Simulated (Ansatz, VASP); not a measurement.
**SrCl2 in VASP and in Ansatz**

File POSCAR:

```
SrCl2
1.0
    1.8442954555      4.6107386389      4.6107386389
    4.6107386389      1.8442954555      4.6107386389
    4.6107386389      4.6107386389      1.8442954555
Sr Cl
1 2
Direct
    0.0000000000      0.0000000000      0.0000000000
    0.2500000000      0.2500000000      0.2500000000
    0.7500000000      0.7500000000      0.7500000000
```

The input INCAR.step1:

```
ALGO = Normal
EDIFF = 1E-4
ENCUT = 520
GGA = PE
ISMEAR = 0
LASPH = True
LCHARG = False
LREAL = False
LWAVE = True
NBANDS = 19
NELM = 60
PREC = Accurate
SIGMA = 0.05
```

INCAR.step2

```
ALGO = Normal
EDIFF = 1E-6
ENCUT = 520
ISIF = 2
ISMEAR = 0
ISTART = 1
LASPH = True
LCHARG = False
LMIXTAU = True
LREAL = False
LWAVE = False
METAGGA = R2SCAN
NBANDS = 19
NELM = 60
PREC = Accurate
SIGMA = 0.05
```

Contents of KPOINTS:

```
k-points
0
Gamma
  6 6 6
```

Input for Ansatz:

```yaml
crystal:
  lattice:
    - [1.8442954555, 4.6107386389, 4.6107386389]
    - [4.6107386389, 1.8442954555, 4.6107386389]
    - [4.6107386389, 4.6107386389, 1.8442954555]
  atoms:
    - { symbol: Sr, position: [0.0, 0.0, 0.0] }
    - { symbol: Cl, position: [0.25, 0.25, 0.25] }
    - { symbol: Cl, position: [0.75, 0.75, 0.75] }
basis:
  ecutwfc: 500
kpoints:
  mp_grid: { grid: [6, 6, 6] }
hamiltonian:
  xc: r2scan
scf:
  occupations: { method: gaussian, width: 0.05 }
output:
  forces: true
  stress: true
  eigenvalues: true
  write_density: true
  write_potential: true
  elf: true
  volumetric_format: npy
```

Alike in both runs: task single point; functional r2SCAN; k mesh 6 × 6 × 6; occupations gaussian, width 0.05 eV; no spin polarisation.

|  | VASP | Ansatz |
| --- | --- | --- |
| version | VASP 6.6.1 | Ansatz 0.2.0 |
| potentials or method | VASP PAW PBE potentials, release 64 (Sr_sv, Cl), cutoff 520 eV | scalar-relativistic, plane waves, PAW |
| valence electrons in the cell | 24 | 24 |

|  | VASP | Ansatz | Ansatz less VASP |
| --- | --- | --- | --- |
| gap on the k mesh at the Fermi level (eV) | 5.82 | 5.83 | +0.014 |
| least direct gap on the mesh (eV) | 6.21 | 6.22 | +0.009 |
| pressure (GPa) | 7.3 | 7.2 | -0.13 |
| traceless stress, the component that is largest in VASP (GPa) | -2.09 | -2.08 | +0.005 |
| rms of the force components (eV/Å) | 0.243 | 0.228 | -0.0152 |

VASP's potentials were made for PBE, not for r2SCAN. Atom by atom the forces differ by 0.015 eV/Å (rms over components). The functional is the same, so the differences come from potentials, cutoffs and numerics.
